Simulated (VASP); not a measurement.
# YLu2F3 (P-6m2) in VASP: single point with PBE

Aim: the single point of YLu2F3 with PBE.

Program: VASP 6.6.1. These are calculated values, not measurements. Logs are shortened: lines on timing, memory, paths and dates and some standing lists are left out, and cuts for length are marked.

### 1 The cell of the first run

It takes space group P-6m2 (No. 187, hexagonal). The conventional cell has a = 5.278 Å, b = 5.278 Å, c = 5.091 Å, α = 90.00°, β = 90.00°, γ = 120.00°. Within 2.1 Å of Y (site symmetry -6m2) lie 3 F at 1.57 Å. Lu (site symmetry -6m2) has 3 F at 1.48 Å within 2.0 Å. Within 3.4 Å of Lu (site symmetry -6m2) lie 2 Lu at 2.55 Å and 6 F at 2.94 Å. Within 2.0 Å of F (site symmetry mm2) lie 1 Lu at 1.48 Å and 1 Y at 1.57 Å.

### 2 Single point, PBE

Input file INCAR:

```
SYSTEM = YLu2F3
  PREC = Accurate
  ENCUT = 520
  EDIFF = 1E-6
  ISMEAR = 0
  SIGMA = 0.1
  LREAL = .False.
  LASPH = .True.
  NELM = 80
  ALGO = Normal
  ISIF = 2
  LWAVE = .False.
  LCHARG = .True.
  GGA = PE
  LELF = .True.
  LVHAR = .True.
  NBANDS = 50
```

Input file KPOINTS:

```
Automatic mesh
0
Gamma
  6 6 4
  0 0 0
```

Input file POSCAR:

```
YLu2F3
1.0
    5.2778557400      0.0000000000      0.0000000000
   -2.6389278700      4.5707571500      0.0000000000
    0.0000000000      0.0000000000      5.0909199200
Y Lu F
1 2 3
Direct
    0.0000000000      0.0000000000      0.0000000000
    0.6666666700      0.3333333300      0.0000000000
    0.6666666700      0.3333333300      0.5000000000
    0.8284200200      0.1715799800      0.0000000000
    0.8284200200      0.6568400400      0.0000000000
    0.3431599600      0.1715799800      0.0000000000
```

Potentials or basis: VASP PAW PBE potentials, release 64 (Y_sv, Lu, F).

Started as:

```console
$ cat potpaw_PBE.64/Y_sv/POTCAR potpaw_PBE.64/Lu/POTCAR potpaw_PBE.64/F/POTCAR > POTCAR
$ mpirun -np 1 vasp_std > vasp.out
```

OUTCAR:

```text
SYSTEM = YLu2F3
   PREC = Accurate
   ENCUT = 520
   EDIFF = 1E-6
   ISMEAR = 0
   LREAL = .False.
   LASPH = .True.
   NELM = 80
   ISIF = 2
   GGA = PE

 ion  position               nearest neighbor table
   1  0.000  0.000  0.000-   4 1.57   6 1.57   5 1.57   2 3.05   2 3.05   2 3.05   3 3.97   3 3.97
                             3 3.97   3 3.97   3 3.97   3 3.97
   2  0.667  0.333  0.000-   4 1.48   6 1.48   5 1.48   3 2.55   3 2.55   1 3.05   1 3.05   1 3.05

   3  0.667  0.333  0.500-   2 2.55   2 2.55   1 3.97   1 3.97   1 3.97   1 3.97   1 3.97   1 3.97

   4  0.828  0.172  0.000-   2 1.48   1 1.57
   5  0.828  0.657  0.000-   2 1.48   1 1.57
   6  0.343  0.172  0.000-   2 1.48   1 1.57

  LATTYP: Found a hexagonal cell.
 ALAT       =     5.2778557400
 C/A-ratio  =     0.9645811047

  Lattice vectors:

 A1 = (   5.2778557400,   0.0000000000,   0.0000000000)
 A2 = (  -2.6389278700,   4.5707571500,   0.0000000000)
 A3 = (   0.0000000000,   0.0000000000,   5.0909199200)

Analysis of symmetry for initial positions (statically):
=====================================================================
 Subroutine PRICEL returns:
 Original cell was already a primitive cell.

 Routine SETGRP: Setting up the symmetry group for a
 hexagonal supercell.

 Subroutine GETGRP returns: Found 12 space group operations
 (whereof 12 operations were pure point group operations)
 out of a pool of 24 trial point group operations.

The static configuration has the point symmetry D_3h.

Analysis of symmetry for dynamics (positions and initial velocities):
=====================================================================
 Subroutine PRICEL returns:
 Original cell was already a primitive cell.

 Routine SETGRP: Setting up the symmetry group for a
 hexagonal supercell.

 Subroutine GETGRP returns: Found 12 space group operations
 (whereof 12 operations were pure point group operations)
 out of a pool of 24 trial point group operations.

The dynamic configuration has the point symmetry D_3h.

 Subroutine INISYM returns: Found 12 space group operations
 (whereof 12 operations are pure point group operations),
 and found     1 'primitive' translations

----------------------------------------------------------------------------------------

                                     Primitive cell

  volume of cell :     122.8123

  direct lattice vectors                    reciprocal lattice vectors
     5.277855740  0.000000000  0.000000000     0.189470885  0.109391067  0.000000000
    -2.638927870  4.570757150  0.000000000     0.000000000  0.218782133  0.000000000
     0.000000000  0.000000000  5.090919920     0.000000000  0.000000000  0.196428154

  length of vectors
     5.277855740  5.277855741  5.090919920     0.218782133  0.218782133  0.196428154

  position of ions in fractional coordinates (direct lattice)
     0.000000000  0.000000000  0.000000000
     0.666666670  0.333333330  0.000000000
     0.666666670  0.333333330  0.500000000
     0.828420020  0.171579980  0.000000000
     0.828420020  0.656840040  0.000000000
     0.343159960  0.171579980  0.000000000

  ion indices of the primitive-cell ions
   primitive index   ion index
                 1           1
                 2           2
                 3           3
                 4           4
                 5           5
                 6           6

----------------------------------------------------------------------------------------

 KPOINTS: Automatic mesh

Automatic generation of k-mesh.
 Grid dimensions read from file:
 generate k-points for:    6    6    4

 Generating k-lattice:

  Cartesian coordinates                     Fractional coordinates (reciprocal lattice)
     0.031578481  0.018231844  0.000000000     0.166666667  0.000000000  0.000000000
     0.000000000  0.036463689  0.000000000     0.000000000  0.166666667  0.000000000
     0.000000000  0.000000000  0.049107038     0.000000000  0.000000000  0.250000000

  Length of vectors
     0.036463689  0.036463689  0.049107038

  Shift w.r.t. Gamma in fractional coordinates (k-lattice)
     0.000000000  0.000000000  0.000000000

 Subroutine IBZKPT returns following result:
 ===========================================

 Found     21 irreducible k-points:

 Following reciprocal coordinates:
            Coordinates               Weight
  0.000000  0.000000  0.000000      1.000000
  0.166667 -0.000000  0.000000      6.000000
  0.333333  0.000000  0.000000      6.000000
  0.500000  0.000000  0.000000      3.000000
  0.166667  0.166667  0.000000      6.000000
  0.333333  0.166667  0.000000     12.000000
[... 13 lines left out ...]
  0.333333  0.166667  0.500000     12.000000
  0.333333  0.333333  0.500000      2.000000
   k-points           NKPTS =     21   k-points in BZ     NKDIM =     21   number of bands    NBANDS=     50
   number of dos      NEDOS =    301   number of ions     NIONS =      6
   total plane-waves  NPLWV =  64000
   dimension x,y,z NGX =    40 NGY =   40 NGZ =   40
   dimension x,y,z NGXF=    80 NGYF=   80 NGZF=   80
   ions per type =               1   2   3
   NGX,Y,Z   is equivalent  to a cutoff of  12.60, 12.60, 13.06 a.u.
   NGXF,Y,Z  is equivalent  to a cutoff of  25.20, 25.20, 26.12 a.u.
 SYSTEM =  YLu2F3
   PREC   = accura    normal or accurate (medium, high low for compatibility)
   ISTART =      0    job   : 0-new  1-cont  2-samecut
   ICHARG =      2    charge: 1-file 2-atom 10-const
   ISPIN  =      1    spin polarized calculation?
   LNONCOLLINEAR =      F non collinear calculations
   LSORBIT =      F    spin-orbit coupling
   LASPH  =      T    aspherical Exc in radial PAW
   ENCUT  =  520.0 eV  38.22 Ry    6.18 a.u.   9.81  9.81  9.47*2*pi/ulx,y,z
   NELM   =     80;   NELMIN=  2; NELMDL= -5     # of ELM steps
   EDIFF  = 0.1E-05   stopping-criterion for ELM
   LREAL  =      F    real-space projection
   EDIFFG = 0.1E-04   stopping-criterion for IOM
   NSW    =      0    number of steps for IOM
   IBRION =     -1    ionic relax: 0-MD 1-quasi-New 2-CG
   NFREE  =      0    steps in history (QN), initial steepest desc. (CG)
   ISIF   =      2    stress and relaxation
   ISYM   =      2    0-nonsym 1-usesym 2-fastsym
   POTIM  = 0.5000    time-step for ionic-motion
   TEBEG  =    0.0;   TEEND  =   0.0 temperature during run
   PSTRESS=    0.0 pullay stress
   NELECT =      82.0000    total number of electrons
   NUPDOWN=      -1.0000    fix difference up-down
   EMIN   =  10.00;   EMAX   =-10.00  energy-range for DOS
   EFERMI =   0.00;   METHOD = LEGACY
   ISMEAR =     0;   SIGMA  =   0.10  broadening in eV -4-tet -1-fermi 0-gaus
   EFERMI_NEDOS =   21; number of points for ismear=-14 and -15
   IALGO  =     38    algorithm
   IMIX   =      4    mixing-type and parameters
     AMIX     =   0.40;   BMIX     =  1.00
     AMIX_MAG =   1.60;   BMIX_MAG =  1.00
  volume/ion in A,a.u.               =      20.47       138.13
  Fermi-wavevector in a.u.,A,eV,Ry     =   1.430865  2.703944 27.856242  2.047376
  Thomas-Fermi vector in A             =   2.550664
   LORBIT       =      0    0 simple, 1 ext, 2 COOP (PROOUT), +10 PAW based schemes
   GGA     = PE    functional components
   LHFCALC =     F    Hartree Fock is set to
   AEXX    =    0.0000 exact exchange contribution
   IVDW    =     0    specifies the selected vdW correction
   LEPSILON=     F    determine dielectric tensor
   LRPA    =     F    only Hartree local field effects (RPA)
 non-spin polarized calculation
 Gauss-broadening in eV      SIGMA  =   0.10
  energy-cutoff  :      520.00
  volume of cell :      122.81
 maximum number of plane-waves:      3322
 NGX is ok and might be reduce to    40
   NGX = 19   NGY = 19   NGZ = 19

 number of electron      82.0000029 magnetization

 Free energy of the ion-electron system (eV)
  ---------------------------------------------------
  ext. energy  EPLUGINS =         0.00000000
  ---------------------------------------------------
  free energy    TOTEN  =        14.44240291 eV

  energy without entropy =       14.47757370  energy(sigma->0) =       14.45998830

 E-fermi :   2.9806     XC(G=0):  -9.3123

 val. band max:        2.9771308547   @ k =   0.1667   0.1667   0.0000
 cond. band min:       3.0362443022   @ k =   0.3333   0.3333   0.2500
 fundamental gap:      0.0591134475
 Fermi energy:         2.9806399480

 k-point     1 :       0.0000    0.0000    0.0000
  band No.  band energies     occupation
      1     -54.9625      2.00000
      2     -54.1569      2.00000
      3     -41.4843      2.00000
      4     -34.5675      2.00000
      5     -34.5675      2.00000
      6     -26.6707      2.00000
[... 42 lines left out ...]
     49       6.5729      0.00000
     50       6.5732      0.00000

 k-point     2 :       0.1667   -0.0000    0.0000
  band No.  band energies     occupation
      1     -54.9618      2.00000
      2     -54.1569      2.00000
      3     -41.5084      2.00000
      4     -34.5702      2.00000
      5     -34.3672      2.00000
      6     -28.4282      2.00000
[... 42 lines left out ...]
     49       6.2947      0.00000
     50       6.5275      0.00000

 k-point     3 :       0.3333    0.0000    0.0000
  band No.  band energies     occupation
      1     -54.9606      2.00000
      2     -54.1568      2.00000
      3     -41.5555      2.00000
      4     -34.5755      2.00000
      5     -33.8746      2.00000
      6     -29.8603      2.00000
[... 42 lines left out ...]
     49       6.2662      0.00000
     50       7.5172      0.00000

 k-point     4 :       0.5000    0.0000    0.0000
  band No.  band energies     occupation
      1     -54.9600      2.00000
      2     -54.1568      2.00000
      3     -41.5784      2.00000
      4     -34.5782      2.00000
      5     -33.5416      2.00000
      6     -30.5036      2.00000
[... 840 lines left out ...]
 k-point    20 :       0.3333    0.1667    0.5000
  band No.  band energies     occupation
      1     -54.9230      2.00000
      2     -54.1987      2.00000
      3     -41.5783      2.00000
      4     -34.5792      2.00000
      5     -33.5356      2.00000
      6     -30.5106      2.00000
[... 42 lines left out ...]
     49       6.0984      0.00000
     50       6.4811      0.00000

 k-point    21 :       0.3333    0.3333    0.5000
  band No.  band energies     occupation
      1     -54.9227      2.00000
      2     -54.1987      2.00000
      3     -41.5896      2.00000
      4     -34.5827      2.00000
      5     -33.3151      2.00000
      6     -30.8687      2.00000
[... 42 lines left out ...]
     49       6.1531      0.00000
     50       6.3741      0.00000

------------------------ aborting loop because EDIFF is reached ----------------------------------------

  FORCE on cell =-STRESS in cart. coord.  units (eV):
  Direction    XX          YY          ZZ          XY          YZ          ZX
  --------------------------------------------------------------------------------------
  -------------------------------------------------------------------------------------
  Total      184.8743924    184.8743925     25.2835357      0.0000000      0.0000000      0.0000000
  in kB     2411.8228954   2411.8228972    329.8423832      0.0000000      0.0000000      0.0000000
  external PRESSURE =    1717.8293919 kB  Pullay stress =       0.0000000 kB

 VOLUME and BASIS-vectors are now :
 -----------------------------------------------------------------------------
  energy-cutoff  :      520.00
  volume of cell :      122.81
      direct lattice vectors                 reciprocal lattice vectors
     5.277855740  0.000000000  0.000000000     0.189470885  0.109391067  0.000000000
    -2.638927870  4.570757150  0.000000000     0.000000000  0.218782133  0.000000000
     0.000000000  0.000000000  5.090919920     0.000000000  0.000000000  0.196428154

 POSITION                                       TOTAL-FORCE (eV/Angst)
 -----------------------------------------------------------------------------------
      0.00000      0.00000      0.00000        -0.000000      0.000000     -0.000000
      2.63893      1.52359      0.00000         0.000000     -0.000000     -0.000000
      2.63893      1.52359      2.54546        -0.000000      0.000000     -0.000000
      3.91949      0.78425      0.00000        17.426277    -10.061066      0.000000
      2.63893      3.00226      0.00000         0.000000     20.122131     -0.000000
      1.35836      0.78425      0.00000       -17.426277    -10.061066      0.000000
 -----------------------------------------------------------------------------------
    total drift:                               -0.000183      0.000106     -0.000000

  FREE ENERGIE OF THE ION-ELECTRON SYSTEM (eV)
  ---------------------------------------------------
  free  energy   TOTEN  =        14.4424029055 eV

  energy  without entropy=       14.4775737043  energy(sigma->0) =       14.45998830
```

Run time: 89 s. Hardware: 1 thread of Intel Xeon 6975P-C (Granite Rapids), shared host; peak memory 0.32 GiB.

What came out:

* Free energy: 14.4424 eV
* Pressure: 171.8 GPa
* Largest force: 20.122 eV/Å
* Band gap on the k mesh: zero (band 41 reaches 3.38 eV, above the bottom of band 42 at 2.89 eV)

Forces on the atoms (eV/Å):
```
Y     0.000   0.000   0.000
Lu    0.000   0.000   0.000
Lu    0.000   0.000   0.000
F    17.426 -10.061   0.000
F     0.000  20.122   0.000
F   -17.426 -10.061   0.000
```

Levels at points of the mesh, in eV from the Fermi level:
```tsv
k point	band 39	band 40	band 41	band 42	band 43	band 44
(0.00, 0.00, 0.00)	-3.97	-1.31	-0.09	-0.09	1.10	1.10
(0.50, 0.00, 0.00)	-3.58	-1.67	-0.46	-0.02	0.15	1.35
(0.00, 0.00, 0.50)	-2.32	-1.32	0.40	0.40	0.99	0.99
(0.50, 0.00, 0.50)	-0.96	-0.62	-0.11	0.20	0.78	1.24
```

Caveat: spin-orbit coupling is left out, which moves the levels of the heavy elements; forces of over 1 eV/Å act on the atoms, so gaps and moduli don't describe the material at rest.
